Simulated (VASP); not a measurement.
Input of a VASP 6.6.1 run:

The input INCAR:

```
SYSTEM = Ba
PREC = Accurate
ENCUT = 520
EDIFF = 1E-6
ISMEAR = -1
SIGMA = 0.05
LREAL = .FALSE.
LASPH = .TRUE.
NELM = 100
ALGO = Normal
ISIF = 2
LWAVE = .FALSE.
LCHARG = .TRUE.
GGA = PS
LELF = .TRUE.
LVHAR = .TRUE.
NBANDS = 11
```

KPOINTS

```
Automatic mesh
0
G
  10 10 10
  0 0 0
```

POSCAR

```
Ba
1.0
   -2.4916387335      2.4916387335      2.4916387335
    2.4916387335     -2.4916387335      2.4916387335
    2.4916387335      2.4916387335     -2.4916387335
Ba
1
Direct
    0.0000000000      0.0000000000      0.0000000000
```

Potentials or basis: VASP PAW PBE potentials, release 64 (Ba_sv).

The run is started by

```sh
$ cat potpaw_PBE.64/Ba_sv/POTCAR > POTCAR
$ mpirun -np 1 vasp_std > vasp.out
```

Question: What does it give for the band gap on the k mesh?

Answer: Zero (band 5 reaches 1.93 eV, above the bottom of band 6 at 1.03 eV).

Question: What does it give for the pressure?

Answer: -0.5 GPa.

Caveat: the PAW data sets were made with another functional, which shifts forces and pressure a little; spin-orbit coupling is left out, which moves the levels of the heavy elements.
